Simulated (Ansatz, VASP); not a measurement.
Given: the input of a run of Ansatz 0.2.0 on P.

input.yaml

```yaml
crystal:
  lattice:
    - [1.5930927468, -5.4485602939, 0.0]
    - [1.7023935014, 5.4815151563, 0.0]
    - [0.0, 0.0, 4.54363559]
  atoms:
    - { symbol: P, position: [0.90414313, 0.09585687, 0.58881517] }
    - { symbol: P, position: [0.09585687, 0.90414313, 0.41118483] }
    - { symbol: P, position: [0.59585687, 0.40414313, 0.08881517] }
    - { symbol: P, position: [0.40414313, 0.59585687, 0.91118483] }
hamiltonian:
  xc: pbe
  pseudopotentials: { kind: paw }
kpoints:
  mp_grid: { grid: [7, 7, 5] }
scf:
  occupations: { method: fermi_dirac, width: 0.05 }
output:
  forces: true
  stress: true
  eigenvalues: true
```

Potentials or basis: Ansatz PAW.

Command:

```console
$ ansatz run input.yaml --threads 2 --pin off --max-ram 5632MiB --backend cpu --events-out ev --progress --plain --runs-dir out
```

Question: Translate it to VASP 6.6.1. Potentials there: VASP PAW PBE potentials, release 64 (P).

Answer: As run (the cutoff follows the program's own potentials):

INCAR

```
SYSTEM = P
PREC = Accurate
ENCUT = 520
EDIFF = 1E-7
ISMEAR = -1
SIGMA = 0.05
LREAL = .FALSE.
LASPH = .TRUE.
NELM = 60
ALGO = Normal
ISIF = 2
LWAVE = .FALSE.
LCHARG = .FALSE.
GGA = PE
NBANDS = 18
```

The input KPOINTS:

```
regular mesh
0
G
  7 7 5
  0 0 0
```

POSCAR

```
P
1.0
    1.5930927468     -5.4485602939      0.0000000000
    1.7023935014      5.4815151563      0.0000000000
    0.0000000000      0.0000000000      4.5436355900
P
4
Direct
    0.9041431300      0.0958568700      0.5888151700
    0.0958568700      0.9041431300      0.4111848300
    0.5958568700      0.4041431300      0.0888151700
    0.4041431300      0.5958568700      0.9111848300
```

Potentials or basis: VASP PAW PBE potentials, release 64 (P).

Launch:

```sh
$ cat potpaw_PBE.64/P/POTCAR > POTCAR
$ mpirun -np 1 vasp_std > vasp.out
```

Both were run:

|  | VASP | Ansatz | Ansatz less VASP |
| --- | --- | --- | --- |
| gap on the k mesh at the Fermi level (eV) | 0.29 | 0.27 | -0.020 |
| least direct gap on the mesh (eV) | 0.29 | 0.28 | -0.015 |
| pressure (GPa) | 1.7 | 2.0 | +0.33 |
| traceless stress, the component that is largest in VASP (GPa) | -0.84 | -0.84 | +0.008 |
| rms of the force components (eV/Å) | 0.173 | 0.200 | +0.0276 |

Atom by atom the forces differ by 0.031 eV/Å (rms over components).

Noted on Ansatz's run: odd divisions of the mesh miss points on the zone boundary, where band edges often lie, so the gap on the mesh can be too wide.
